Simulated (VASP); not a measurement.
## Rb: single point with PBE

The system is Rb.

```
Rb
1.0
    -2.92087    2.82641    2.71242
     2.91628   -2.85910    2.74053
     2.84329    2.78152   -2.74511
Rb
1
Direct
  0.00230 0.99471 0.99463
```

| Item | Value |
| --- | --- |
| Program | VASP 6.6.1 |
| Task | single point |
| Functional | PBE |
| Potentials or basis | VASP PAW PBE potentials, release 64 (Rb_sv) |
| Cutoff | 520 eV |
| k mesh | 5 × 5 × 5 |
| Occupations | methfessel-paxton, width 0.1 eV |
| Spin | no spin polarisation |
| Dipole correction | no |
| Further INCAR settings | ALGO = Fast; EDIFF = 1e-06; NBANDS = 10 |

- Pressure: 0.1 GPa

Stress tensor (GPa, compression positive):
```
 0.32  0.06  0.01
 0.06  0.00  0.03
 0.01  0.03 -0.08
```

Levels at points of the mesh, in eV from the Fermi level:
| k point | band 1 | band 2 | band 3 | band 4 | band 5 | band 6 | band 7 | band 8 | band 9 | band 10 |
| --- | --- | --- | --- | --- | --- | --- | --- | --- | --- | --- |
| (0.00, 0.00, 0.00) | -28.93 | -12.97 | -12.97 | -12.97 | -2.06 | 3.51 | 3.66 | 3.83 | 4.47 | 4.80 |

Wall time 19 s on 1 thread of Intel(R) Xeon(R) 6975P-C (Granite Rapids) (shared host), peak memory 0.23 GiB.
